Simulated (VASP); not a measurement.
A run of VASP 6.6.1:

INCAR

```
ALGO = Normal ; EDIFF = 1E-7
EDIFFG = -0.002 ; ENCUT = 520
GGA = PE ; GGA_COMPAT = F
IBRION = 2 ; ISIF = 2
ISMEAR = 0 ; LASPH = T
LCHARG = F ; LREAL = F
LWAVE = F ; NELM = 120
NELMIN = 4 ; NSW = 60
PREC = Accurate ; SIGMA = 0.02
```

File KPOINTS:

```
k-points
0
Gamma
  10 10 10
```

The input POSCAR:

```
SiC
1.0
    0.0035290715      2.2082282071      2.1843430942
    2.2082282071      0.0035290715      2.1843430942
    2.2117572785      2.2117572785      0.0000000000
Si C
1 1
Direct
    0.0005690530      0.0005690530     -0.0005690530
    0.2494309470      0.2494309470      0.2505690530
```

Potentials or basis: VASP PAW PBE potentials, release 64 (Si, C).

Run with:

```bash
$ cat potpaw_PBE.64/Si/POTCAR potpaw_PBE.64/C/POTCAR > POTCAR
$ mpirun -np 1 vasp_std > vasp.out
```

Hardware: 1 thread of Oxide Virtual Turin-like Processor (shared host).

Q: Estimate the wall time of this run.

A: Run time: 74 s on 1 thread of Oxide Virtual Turin-like Processor, with other jobs on the host, peak memory 0.12 GiB. Counts: scf iterations 22, k points 171, ion steps 3.
